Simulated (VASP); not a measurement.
Here is a VASP 6.6.1 calculation.

The input INCAR:

```
PREC = Accurate
ENCUT = 520
EDIFF = 1E-6
ISMEAR = -1
SIGMA = 0.05
LREAL = F
LASPH = T
NELM = 150
ALGO = Normal
ISIF = 2
LWAVE = F
LCHARG = F
MAGMOM = 0 0 0 0 0 0
LORBIT = 11
LSORBIT = T
GGA_COMPAT = F
LORBMOM = T
LMAXMIX = 4
GGA = PS
NBANDS = 28
```

The input KPOINTS:

```
regular mesh
0
Gamma
  10 10 10
```

The input POSCAR:

```
TaN
1.0
    2.7323076900      0.0000000000      0.0000000000
    0.0000000000      2.7323076900      0.0000000000
    0.0000000000      0.0000000000      2.7323076900
Ta N
1 1
Direct
    0.0000000000      0.0000000000      0.0000000000
    0.5000000000      0.5000000000      0.5000000000
```

Potentials or basis: VASP PAW PBE potentials, release 64 (Ta_pv, N).

Run with:

```sh
$ cat potpaw_PBE.64/Ta_pv/POTCAR potpaw_PBE.64/N/POTCAR > POTCAR
$ mpirun -np 1 vasp_ncl > vasp.out
```

Problem. What does it give for the pressure?

Solution. -3.3 GPa.

Problem. Estimate the net moment.

Solution. 0.00 μB per cell.

Moments on the atoms (μB; x, y, z):
```
Ta  0.00 0.00 0.00
N   0.00 0.00 0.00
```

Caveat: the PAW data sets were made with another functional, which shifts forces and pressure a little.
